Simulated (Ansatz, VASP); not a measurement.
## Two plane-wave programs on Ag4W3

```
Ag W
1.0
     5.31346    0.00000    0.00000
     0.00000    5.31346    0.00000
     0.00000    0.00000    5.31346
Ag W
4 3
Direct
  0.00000 0.50000 0.50000
  0.50000 0.00000 0.50000
  0.50000 0.50000 0.00000
  0.00000 0.00000 0.00000
  0.50000 0.00000 0.00000
  0.00000 0.50000 0.00000
  0.00000 0.00000 0.50000
```

Alike in both runs: functional PBE; k mesh 8 × 8 × 8; occupations gaussian, width 0.1 eV; no spin polarisation.

Ansatz relaxed the structure, and its values are those at the end. VASP's run is a single point on that final structure, the one shown.

|  | VASP | Ansatz |
| --- | --- | --- |
| version | VASP 6.6.1 | Ansatz 0.2.0 |
| potentials or method | VASP PAW PBE potentials, release 64 (Ag, W_sv), cutoff 520 eV | scalar-relativistic, plane waves, PAW |
| valence electrons in the cell | 86 | 118 |

|  | VASP | Ansatz | Ansatz less VASP |
| --- | --- | --- | --- |
| gap on the k mesh at the Fermi level (eV) | none | none | - |
| pressure (GPa) | 0.0 | 0.0 | 0.00 |

A gap of «none» marks a metal or a gap that the smearing closes. With one functional, cell and mesh, what is left measures potentials, basis and numerics. VASP's potentials hold 86 valence electrons a cell and Ansatz's 118, so a difference there can come from the potentials and not from the codes.

Neither program's run includes spin-orbit coupling.
